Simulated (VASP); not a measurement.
A run of VASP 6.6.1 is set up as follows.

File INCAR:

```
SYSTEM = Lu3Si
  ALGO = Fast
  EDIFF = 1E-6
  ENCUT = 520
  GGA = PS
  ISIF = 2
  ISMEAR = 0
  LASPH = .TRUE.
  LCHARG = .TRUE.
  LELF = .TRUE.
  LREAL = .FALSE.
  LVHAR = .TRUE.
  LWAVE = .FALSE.
  NBANDS = 48
  NELM = 60
  PREC = Accurate
  SIGMA = 0.05
```

KPOINTS

```
k-points
0
G
  8 8 8
  0 0 0
```

The input POSCAR:

```
Lu3Si
1.0
    4.3833780740      0.0000000000      0.0000000000
    0.0000000000      4.3833780740      0.0000000000
    0.0000000000      0.0000000000      4.3833780740
Lu Si
3 1
Direct
    0.0000000000      0.5000000000      0.5000000000
    0.5000000000      0.5000000000      0.0000000000
    0.5000000000      0.0000000000      0.5000000000
    0.0000000000      0.0000000000      0.0000000000
```

Potentials or basis: VASP PAW PBE potentials, release 64 (Lu, Si).

Run with:

```console
$ cat potpaw_PBE.64/Lu/POTCAR potpaw_PBE.64/Si/POTCAR > POTCAR
$ mpirun -np 1 vasp_std > vasp.out
```

(1) What does it give for the band gap on the k mesh?

(2) Estimate the pressure.

Answers

(1) zero (an odd number of electrons rules out a gap without spin polarisation).

(2) 3.2 GPa.

Caveat: the cell stands under pressure; the PAW data sets were made with another functional, which shifts forces and pressure a little; spin-orbit coupling is left out, which moves the levels of the heavy elements.
